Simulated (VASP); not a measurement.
# Al2P3 (P6/mmm) in VASP: notebook

Runs on Al2P3. Level: PBE. Tasks: single point, relaxation of cell and atoms.

Everything below comes from runs of VASP 6.6.1. Logs are shortened: lines on timing, memory, paths and dates and some standing lists are left out, and cuts for length are marked.

### Step 1. The cell of the first run

Symmetry: P6/mmm, No. 191, hexagonal system. Conventional cell: a = 4.276 Å, b = 4.276 Å, c = 3.869 Å, α = 90.00°, β = 90.00°, γ = 120.00°. Within 2.6 Å of Al (site symmetry 6/mmm) lie 2 Al at 1.93 Å. Al (site symmetry 6/mmm) has 2 Al at 1.93 Å and 6 P at 2.14 Å within 2.6 Å. P (site symmetry mmm) has 2 Al at 2.14 Å and 4 P at 2.14 Å within 2.8 Å.

### Step 2. Single point, PBE

INCAR

```
  PREC = Accurate
  ENCUT = 520
  EDIFF = 1E-6
  ISMEAR = 0
  SIGMA = 0.1
  LREAL = F
  LASPH = T
  NELM = 60
  ALGO = Normal
  ISIF = 2
  LWAVE = F
  LCHARG = F
  GGA = PE
  NBANDS = 18
```

KPOINTS

```
Automatic mesh
0
Gamma
  6 6 4
```

POSCAR

```
Al2P3
1.0
    4.2759448200      0.0000000000      0.0000000000
   -2.1379724100      3.7030768400      0.0000000000
    0.0000000000      0.0000000000      3.8685851000
Al P
2 3
Direct
    0.0000000000      0.0000000000      0.5000000000
    0.0000000000      0.0000000000      0.0000000000
    0.5000000000      0.0000000000      0.0000000000
    0.0000000000      0.5000000000      0.0000000000
    0.5000000000      0.5000000000      0.0000000000
```

Potentials or basis: VASP PAW PBE potentials, release 64 (Al, P).

Started as:

```bash
$ cat potpaw_PBE.64/Al/POTCAR potpaw_PBE.64/P/POTCAR > POTCAR
$ mpirun -np 1 vasp_std > vasp.out
```

OUTCAR:

```text
PREC = Accurate
   ENCUT = 520
   EDIFF = 1E-6
   ISMEAR = 0
   LREAL = F
   LASPH = T
   NELM = 60
   ISIF = 2
   GGA = PE

 ion  position               nearest neighbor table
   1  0.000  0.000  0.500-   2 1.93   2 1.93   3 2.88   3 2.88   3 2.88   3 2.88   4 2.88   5 2.88
                             4 2.88   4 2.88   4 2.88   5 2.88   5 2.88   5 2.88
   2  0.000  0.000  0.000-   1 1.93   1 1.93   3 2.14   3 2.14   4 2.14   4 2.14   5 2.14   5 2.14

   3  0.500  0.000  0.000-   2 2.14   2 2.14   5 2.14   5 2.14   4 2.14   4 2.14   1 2.88   1 2.88
                             1 2.88   1 2.88
   4  0.000  0.500  0.000-   5 2.14   5 2.14   2 2.14   2 2.14   3 2.14   3 2.14   1 2.88   1 2.88
                             1 2.88   1 2.88
   5  0.500  0.500  0.000-   4 2.14   4 2.14   2 2.14   3 2.14   3 2.14   2 2.14   1 2.88   1 2.88
                             1 2.88   1 2.88

  LATTYP: Found a hexagonal cell.
 ALAT       =     4.2759448200
 C/A-ratio  =     0.9047322318

  Lattice vectors:

 A1 = (   4.2759448200,   0.0000000000,   0.0000000000)
 A2 = (  -2.1379724100,   3.7030768400,   0.0000000000)
 A3 = (   0.0000000000,   0.0000000000,   3.8685851000)

Analysis of symmetry for initial positions (statically):
=====================================================================
 Subroutine PRICEL returns:
 Original cell was already a primitive cell.

 Routine SETGRP: Setting up the symmetry group for a
 hexagonal supercell.

 Subroutine GETGRP returns: Found 24 space group operations
 (whereof 24 operations were pure point group operations)
 out of a pool of 24 trial point group operations.

The static configuration has the point symmetry D_6h.

Analysis of symmetry for dynamics (positions and initial velocities):
=====================================================================
 Subroutine PRICEL returns:
 Original cell was already a primitive cell.

 Routine SETGRP: Setting up the symmetry group for a
 hexagonal supercell.

 Subroutine GETGRP returns: Found 24 space group operations
 (whereof 24 operations were pure point group operations)
 out of a pool of 24 trial point group operations.

The dynamic configuration has the point symmetry D_6h.

 Subroutine INISYM returns: Found 24 space group operations
 (whereof 24 operations are pure point group operations),
 and found     1 'primitive' translations

----------------------------------------------------------------------------------------

                                     Primitive cell

  volume of cell :      61.2558

  direct lattice vectors                    reciprocal lattice vectors
     4.275944820  0.000000000  0.000000000     0.233866442  0.135022853  0.000000000
    -2.137972410  3.703076840  0.000000000     0.000000000  0.270045706  0.000000000
     0.000000000  0.000000000  3.868585100     0.000000000  0.000000000  0.258492440

  length of vectors
     4.275944820  4.275944821  3.868585100     0.270045706  0.270045706  0.258492440

  position of ions in fractional coordinates (direct lattice)
     0.000000000  0.000000000  0.500000000
     0.000000000  0.000000000  0.000000000
     0.500000000  0.000000000  0.000000000
     1.000000000  0.500000000  0.000000000
     0.500000000  0.500000000  0.000000000

  ion indices of the primitive-cell ions
   primitive index   ion index
                 1           1
                 2           2
                 3           3
                 4           4
                 5           5

----------------------------------------------------------------------------------------

 KPOINTS: Automatic mesh

Automatic generation of k-mesh.
 Grid dimensions read from file:
 generate k-points for:    6    6    4

 Generating k-lattice:

  Cartesian coordinates                     Fractional coordinates (reciprocal lattice)
     0.038977740  0.022503809  0.000000000     0.166666667 -0.000000000  0.000000000
     0.000000000  0.045007618  0.000000000     0.000000000  0.166666667  0.000000000
     0.000000000  0.000000000  0.064623110     0.000000000  0.000000000  0.250000000

  Length of vectors
     0.045007618  0.045007618  0.064623110

  Shift w.r.t. Gamma in fractional coordinates (k-lattice)
     0.000000000  0.000000000  0.000000000

 Subroutine IBZKPT returns following result:
 ===========================================

 Found     21 irreducible k-points:

 Following reciprocal coordinates:
            Coordinates               Weight
  0.000000  0.000000  0.000000      1.000000
  0.166667  0.000000  0.000000      6.000000
  0.333333  0.000000  0.000000      6.000000
  0.500000  0.000000  0.000000      3.000000
  0.166667  0.166667  0.000000      6.000000
  0.333333  0.166667  0.000000     12.000000
[... 13 lines left out ...]
  0.333333  0.166667  0.500000     12.000000
  0.333333  0.333333  0.500000      2.000000
   k-points           NKPTS =     21   k-points in BZ     NKDIM =     21   number of bands    NBANDS=     18
   number of dos      NEDOS =    301   number of ions     NIONS =      5
   total plane-waves  NPLWV =  30720
   dimension x,y,z NGX =    32 NGY =   32 NGZ =   30
   dimension x,y,z NGXF=    64 NGYF=   64 NGZF=   60
   ions per type =               2   3
   NGX,Y,Z   is equivalent  to a cutoff of  12.44, 12.44, 12.89 a.u.
   NGXF,Y,Z  is equivalent  to a cutoff of  24.88, 24.88, 25.78 a.u.
 SYSTEM =  unknown system
   PREC   = accura    normal or accurate (medium, high low for compatibility)
   ISTART =      0    job   : 0-new  1-cont  2-samecut
   ICHARG =      2    charge: 1-file 2-atom 10-const
   ISPIN  =      1    spin polarized calculation?
   LNONCOLLINEAR =      F non collinear calculations
   LSORBIT =      F    spin-orbit coupling
   LASPH  =      T    aspherical Exc in radial PAW
   ENCUT  =  520.0 eV  38.22 Ry    6.18 a.u.   7.95  7.95  7.19*2*pi/ulx,y,z
   NELM   =     60;   NELMIN=  2; NELMDL= -5     # of ELM steps
   EDIFF  = 0.1E-05   stopping-criterion for ELM
   LREAL  =      F    real-space projection
   EDIFFG = 0.1E-04   stopping-criterion for IOM
   NSW    =      0    number of steps for IOM
   IBRION =     -1    ionic relax: 0-MD 1-quasi-New 2-CG
   NFREE  =      0    steps in history (QN), initial steepest desc. (CG)
   ISIF   =      2    stress and relaxation
   ISYM   =      2    0-nonsym 1-usesym 2-fastsym
   POTIM  = 0.5000    time-step for ionic-motion
   TEBEG  =    0.0;   TEEND  =   0.0 temperature during run
   PSTRESS=    0.0 pullay stress
   NELECT =      21.0000    total number of electrons
   NUPDOWN=      -1.0000    fix difference up-down
   EMIN   =  10.00;   EMAX   =-10.00  energy-range for DOS
   EFERMI =   0.00;   METHOD = LEGACY
   ISMEAR =     0;   SIGMA  =   0.10  broadening in eV -4-tet -1-fermi 0-gaus
   EFERMI_NEDOS =   21; number of points for ismear=-14 and -15
   IALGO  =     38    algorithm
   IMIX   =      4    mixing-type and parameters
     AMIX     =   0.40;   BMIX     =  1.00
     AMIX_MAG =   1.60;   BMIX_MAG =  1.00
  volume/ion in A,a.u.               =      12.25        82.67
  Fermi-wavevector in a.u.,A,eV,Ry     =   1.145774  2.165199 17.861700  1.312798
  Thomas-Fermi vector in A             =   2.282461
   LORBIT       =      0    0 simple, 1 ext, 2 COOP (PROOUT), +10 PAW based schemes
   GGA     = PE    functional components
   LHFCALC =     F    Hartree Fock is set to
   AEXX    =    0.0000 exact exchange contribution
   IVDW    =     0    specifies the selected vdW correction
   LEPSILON=     F    determine dielectric tensor
   LRPA    =     F    only Hartree local field effects (RPA)
 non-spin polarized calculation
 Gauss-broadening in eV      SIGMA  =   0.10
  energy-cutoff  :      520.00
  volume of cell :       61.26
 maximum number of plane-waves:      1674
 NGX is ok and might be reduce to    32
   NGX = 15   NGY = 15   NGZ = 15

 number of electron      21.0000001 magnetization

 Free energy of the ion-electron system (eV)
  ---------------------------------------------------
  ext. energy  EPLUGINS =         0.00000000
  ---------------------------------------------------
  free energy    TOTEN  =       -10.40471652 eV

  energy without entropy =      -10.39604175  energy(sigma->0) =      -10.40037913

 E-fermi :  11.8732     XC(G=0): -11.4077

 val. band max:       11.8716211931   @ k =   0.1667   0.1667   0.5000
 cond. band min:      11.8868085510   @ k =   0.0000   0.0000   0.2500
 fundamental gap:      0.0151873580
 Fermi energy:        11.8732435252

 k-point     1 :       0.0000    0.0000    0.0000
  band No.  band energies     occupation
      1      -7.0718      2.00000
      2       1.3001      2.00000
      3       2.6244      2.00000
      4       2.6244      2.00000
      5       3.1529      2.00000
      6       3.1529      2.00000
[... 10 lines left out ...]
     17      16.3661      0.00000
     18      18.3801      0.00000

 k-point     2 :       0.1667    0.0000    0.0000
  band No.  band energies     occupation
      1      -6.7941      2.00000
      2      -0.3632      2.00000
      3       1.5501      2.00000
      4       1.6932      2.00000
      5       4.5621      2.00000
      6       4.7175      2.00000
[... 10 lines left out ...]
     17      16.9809      0.00000
     18      17.2683      0.00000

 k-point     3 :       0.3333    0.0000    0.0000
  band No.  band energies     occupation
      1      -5.9801      2.00000
      2      -2.5856      2.00000
      3       0.7630      2.00000
      4       1.0242      2.00000
      5       5.3597      2.00000
      6       6.9052      2.00000
[... 10 lines left out ...]
     17      17.8546      0.00000
     18      18.6861      0.00000

 k-point     4 :       0.5000    0.0000    0.0000
  band No.  band energies     occupation
      1      -5.0018      2.00000
      2      -4.0573      2.00000
      3       0.4981      2.00000
      4       0.7818      2.00000
      5       6.6071      2.00000
      6       6.7790      2.00000
[... 312 lines left out ...]
      4       2.1562      2.00000
      5       3.2250      2.00000
      6       5.1937      2.00000
[... 10 lines left out ...]
     17      18.5267      0.00000
     18      18.7371      0.00000

 k-point    20 :       0.3333    0.1667    0.5000
  band No.  band energies     occupation
      1      -4.9150      2.00000
      2      -3.1245      2.00000
      3      -0.8427      2.00000
      4       3.2337      2.00000
      5       3.3940      2.00000
      6       5.0097      2.00000
[... 10 lines left out ...]
     17      18.9913      0.00000
     18      19.3690      0.00000

 k-point    21 :       0.3333    0.3333    0.5000
  band No.  band energies     occupation
      1      -3.9115      2.00000
      2      -3.9115      2.00000
      3      -1.8235      2.00000
      4       4.1361      2.00000
      5       5.0032      2.00000
      6       5.0032      2.00000
[... 10 lines left out ...]
     17      18.1565      0.00000
     18      18.1565      0.00000

------------------------ aborting loop because EDIFF is reached ----------------------------------------

  FORCE on cell =-STRESS in cart. coord.  units (eV):
  Direction    XX          YY          ZZ          XY          YZ          ZX
  --------------------------------------------------------------------------------------
  -------------------------------------------------------------------------------------
  Total       37.6053774     37.6053774     36.6097342      0.0000000     -0.0000000      0.0000000
  in kB      983.5887737    983.5887740    957.5471930      0.0000000     -0.0000000      0.0000000
  external PRESSURE =     974.9082469 kB  Pullay stress =       0.0000000 kB

 VOLUME and BASIS-vectors are now :
 -----------------------------------------------------------------------------
  energy-cutoff  :      520.00
  volume of cell :       61.26
      direct lattice vectors                 reciprocal lattice vectors
     4.275944820  0.000000000  0.000000000     0.233866442  0.135022853  0.000000000
    -2.137972410  3.703076840  0.000000000     0.000000000  0.270045706  0.000000000
     0.000000000  0.000000000  3.868585100     0.000000000  0.000000000  0.258492440

 POSITION                                       TOTAL-FORCE (eV/Angst)
 -----------------------------------------------------------------------------------
      0.00000      0.00000      1.93429         0.000000      0.000000      0.000000
      0.00000      0.00000      0.00000         0.000000      0.000000      0.000000
      2.13797      0.00000      0.00000         0.000000      0.000000      0.000000
     -1.06899      1.85154      0.00000        -0.000000      0.000000      0.000000
      1.06899      1.85154      0.00000         0.000000      0.000000      0.000000
 -----------------------------------------------------------------------------------
    total drift:                               -0.000000     -0.000000     -0.000000

  FREE ENERGIE OF THE ION-ELECTRON SYSTEM (eV)
  ---------------------------------------------------
  free  energy   TOTEN  =       -10.4047165197 eV

  energy  without entropy=      -10.3960417475  energy(sigma->0) =      -10.40037913
```

It took 31 s on 1 thread of Intel Xeon Platinum 8375C at 2.90GHz (Ice Lake), shared host; peak memory 0.17 GiB.

What came out:

| Quantity | Value |
| --- | --- |
| Free energy | -10.4047 eV |
| Pressure | 97.5 GPa |

Stress tensor (GPa, compression positive):
```
98.36  0.00  0.00
 0.00 98.36  0.00
 0.00  0.00 95.75
```

Caveat: the k points lie up to 0.41 Å⁻¹ apart.

### Step 3. Single point, PBE

This run uses another cell than the first one, of 23.06 Å³/atom, 1.882 times its volume.

INCAR

```
ALGO     = Normal         # electronic algorithm
EDIFF    = 1E-6           # SCF threshold, eV
ENCUT    = 520            # plane-wave cutoff, eV
GGA      = PE             # functional
ISIF     = 2              # what is computed and relaxed
ISMEAR   = 0              # smearing method
LASPH    = True           # aspherical terms in the spheres
LCHARG   = True           # write CHGCAR
LELF     = True           # ELF
LREAL    = False          # projectors in reciprocal space
LVHAR    = True         
LWAVE    = False          # write WAVECAR
NBANDS   = 18             # bands
NELM     = 100            # most SCF steps
PREC     = Accurate       # precision mode
SIGMA    = 0.1            # smearing width, eV
```

KPOINTS

```
k-points
0
Gamma
  6 6 4
```

POSCAR, as its differences from that of step 2:

```diff
@@ -2,5 +2,5 @@
 1.0
-    4.2759448200      0.0000000000      0.0000000000
-   -2.1379724100      3.7030768400      0.0000000000
-    0.0000000000      0.0000000000      3.8685851000
+    5.0847881716      0.0000000000      0.0000000000
+   -2.5423940858      4.4035557295      0.0000000000
+    0.0000000000      0.0000000000      5.1496161214
 Al P
```

Potentials or basis: VASP PAW PBE potentials, release 64 (Al, P).

Started as:

```bash
$ cat potpaw_PBE.64/Al/POTCAR potpaw_PBE.64/P/POTCAR > POTCAR
$ mpirun -np 1 vasp_std > vasp.out
```

Run time: 57 s. Hardware: 1 thread of Intel Xeon Platinum 8375C at 2.90GHz (Ice Lake), shared host; peak memory 0.24 GiB.

The run converged. Its results:

```yaml
Free_energy: -20.3302 eV
Pressure: -0.1 GPa
```

Stress tensor (GPa, compression positive):
```
-0.09  0.00  0.00
 0.00 -0.09  0.00
 0.00  0.00  0.00
```

Levels at points of the mesh, in eV from the Fermi level:
```
           k point  band 6  band 7  band 8  band 9  band 10  band 11  band 12  band 13  band 14  band 15
(0.00, 0.00, 0.00)   -5.80   -5.15   -4.66   -1.13     0.65     0.65     0.85     2.93     2.93     3.96
(0.50, 0.00, 0.00)   -3.02   -2.90   -1.70   -1.53    -0.81    -0.57     0.02     0.27     0.80     2.47
(0.00, 0.00, 0.50)   -5.73   -5.73   -3.58   -1.38     0.24     0.24     1.19     1.19     3.49     3.85
(0.50, 0.00, 0.50)   -3.73   -1.61   -1.50   -1.28    -1.01    -0.92    -0.67     1.24     3.16     3.43
```

[end of part 1 of 2]
